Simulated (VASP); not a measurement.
Runs of VASP 6.6.1 on TaN. The structure is that of space group P6/mmm (No. 191), or close to it. The cells are those of the table. 

```tsv
task	cell	cutoff (eV)	gap on the mesh (eV)	pressure (GPa)
single point	a = 5.156, b = 5.156, c = 2.901 Å, angles 90.0, 90.0, 120.0°, 6 atoms	520	none	15.9
single point	a = 5.066, b = 5.066, c = 2.884 Å, angles 90.0, 90.0, 120.0°, 6 atoms	520	none	31.2
single point	a = 4.920, b = 4.920, c = 2.859 Å, angles 90.0, 90.0, 120.0°, 6 atoms	520	none	(a)
relaxation of cell and atoms	relaxed to 8 GPa from a = 5.211, b = 5.211, c = 2.901 Å, angles 90.0, 90.0, 120.0°, 6 atoms	600	none	8.0
relaxation of cell and atoms	relaxed to 3 GPa from a = 5.214, b = 5.214, c = 2.895 Å, angles 90.0, 90.0, 120.0°, 6 atoms	600	none	3.0
single point	a = 5.203, b = 5.203, c = 2.910 Å, angles 90.0, 90.0, 120.0°, 6 atoms	520	none	(b)
relaxation of cell and atoms	relaxed to -3 GPa from a = 5.314, b = 5.314, c = 2.950 Å, angles 90.0, 90.0, 120.0°, 6 atoms	600	none	-3.1
single point	a = 5.240, b = 5.240, c = 2.917 Å, angles 90.0, 90.0, 120.0°, 6 atoms	520	none	3.7
```

Alike in all rows: level PBE; potentials or basis VASP PAW PBE potentials, release 64 (Ta_pv, N); no spin polarisation; k mesh 12 × 12 × 12; smearing gaussian 0.1 eV.

Task: Estimate the missing entries.

Result: (a) 61.7; (b) 8.8.

Caveats: spin-orbit coupling is left out, which moves the levels of the heavy elements; the cell stands under pressure (at least some runs); the cell is relaxed towards a set pressure, so the run minimises the enthalpy, not the energy (at least some runs).

A k mesh can miss the band edges, and the runs leave out spin-orbit coupling on Ta.

A gap of «none» marks levels without a gap at the run's occupations.
